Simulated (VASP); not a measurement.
Crystal: Nb.

```xyz
1
Lattice="-1.6640 1.6640 1.6640 1.6640 -1.6640 1.6640 1.6640 1.6640 -1.6640" Properties=species:S:1:pos:R:3 pbc="T T T"
Nb    0.0000    0.0000    0.0000
```

| Property | Result |
| --- | --- |
| Program | VASP 6.6.1 |
| Task | relaxation of cell and atoms |
| Functional | LDA |
| Potentials or basis | VASP PAW LDA potentials, release 64 (Nb_sv) |
| Cutoff | 500 eV |
| k mesh | 11 × 11 × 11 |
| Occupations | fermi-dirac, width 0.05 eV |
| Spin | no spin polarisation |

At the start: pressure -11.8 GPa; volume 18.43 Å³/atom.

**Question.** Where does the relaxation end?

**Answer.** Over 4 steps the energy falls by 48.0 meV/atom and the volume is 17.18 Å³/atom (-6.8 %); space group Im-3m (No. 229, to 0.05 Å).

Step by step:
```csv
step,energy change (eV),largest force (eV/Å),pressure (GPa),volume (Å³)
1,0.0000,0.0000,-11.75,18.43
2,0.1337,0.0000,29.91,15.05
3,-0.0479,0.0000,-0.57,17.23
4,-0.0480,0.0000,-0.05,17.18
```

Final structure:
```xyz
1
Lattice="-1.6256 1.6256 1.6256 1.6256 -1.6256 1.6256 1.6256 1.6256 -1.6256" Properties=species:S:1:pos:R:3 pbc="T T T"
Nb    0.0000    0.0000    3.2512
```
